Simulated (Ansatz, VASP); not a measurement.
Ca: VASP beside Ansatz

File INCAR:

```
SYSTEM = Ca
  PREC = Accurate
  ENCUT = 520
  EDIFF = 1E-6
  ISMEAR = 0
  SIGMA = 0.15
  LREAL = .False.
  LASPH = .True.
  NELM = 80
  ALGO = Fast
  ISIF = 2
  LWAVE = .False.
  LCHARG = .False.
  NBANDS = 11
```

File KPOINTS:

```
regular mesh
0
Gamma
  14 14 14
  0 0 0
```

The input POSCAR:

```
Ca
1.0
    0.0000000000      2.5706640000      2.9059680000
    2.5706640000      0.0000000000      2.9059680000
    2.5706640000      2.5706640000      0.0000000000
Ca
1
Direct
    0.0000000000      0.0000000000      0.0000000000
```

Input for Ansatz:

```yaml
crystal:
  lattice:
    - [0.0, 2.570664, 2.905968]
    - [2.570664, 0.0, 2.905968]
    - [2.570664, 2.570664, 0.0]
  atoms:
    - { symbol: Ca, position: [0.0, 0.0, 0.0] }
basis:
  ecutwfc: 420
kpoints:
  mp_grid: { grid: [14, 14, 14] }
hamiltonian:
  xc: lda
scf:
  occupations: { method: gaussian, width: 0.15 }
output:
  forces: true
  stress: true
  eigenvalues: true
```

Change from the starting cell: strain -0.080 along x and y, +0.040 along z, atoms carried along.

Alike in both runs: task single point; functional LDA; k mesh 14 × 14 × 14; occupations gaussian, width 0.15 eV; no spin polarisation.

|  | VASP | Ansatz |
| --- | --- | --- |
| version | VASP 6.6.1 | Ansatz 0.2.0 |
| potentials or method | VASP PAW LDA potentials, release 64 (Ca_sv), cutoff 520 eV | scalar-relativistic, plane waves, PAW |
| valence electrons in the cell | 10 | 10 |

```csv
,VASP,Ansatz,Ansatz less VASP
gap on the k mesh at the Fermi level (eV),none,none,-
pressure (GPa),-0.2,-0.2,-0.03
"traceless stress, the component that is largest in VASP (GPa)",-1.07,-1.07,-0.006
```

LDA's correlation is that of Perdew and Zunger in VASP and of Perdew and Wang (1992) in Ansatz. A gap of «none» marks a metal or a gap that the smearing closes.
